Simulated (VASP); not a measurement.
Here is a VASP 6.6.1 calculation.

INCAR

```
SYSTEM = AlNi3
PREC = Accurate
ENCUT = 520
EDIFF = 1E-6
ISMEAR = 0
SIGMA = 0.1
LREAL = .FALSE.
LASPH = .TRUE.
NELM = 60
ALGO = Normal
ISIF = 2
LWAVE = .FALSE.
LCHARG = .FALSE.
GGA = PS
NBANDS = 24
```

The input KPOINTS:

```
Automatic mesh
0
G
  2 2 2
  0 0 0
```

File POSCAR:

```
AlNi3
1.0
    0.0000000000      2.8018887551      2.8018887551
    2.8018887551      0.0000000000      2.8018887551
    2.8018887551      2.8018887551      0.0000000000
Al Ni
1 3
Direct
    0.5000000000      0.5000000000      0.5000000000
    0.2500000000      0.2500000000      0.2500000000
    0.0000000000      0.0000000000      0.0000000000
    0.7500000000      0.7500000000      0.7500000000
```

Potentials or basis: VASP PAW PBE potentials, release 64 (Al, Ni).

The run is started by

```sh
$ cat potpaw_PBE.64/Al/POTCAR potpaw_PBE.64/Ni/POTCAR > POTCAR
$ mpirun -np 1 vasp_std > vasp.out
```

Question: What does it give for the band gap on the k mesh?

Answer: Zero (an odd number of electrons rules out a gap without spin polarisation).

Question: What does it give for the pressure?

Answer: -0.8 GPa.

Caveat: the k points lie up to 0.97 Å⁻¹ apart, too coarse for converged energies and pressures of a metal; the PAW data sets were made with another functional, which shifts forces and pressure a little. Spin polarisation is off, so any magnetic state and its effect on volume and gap are missing.
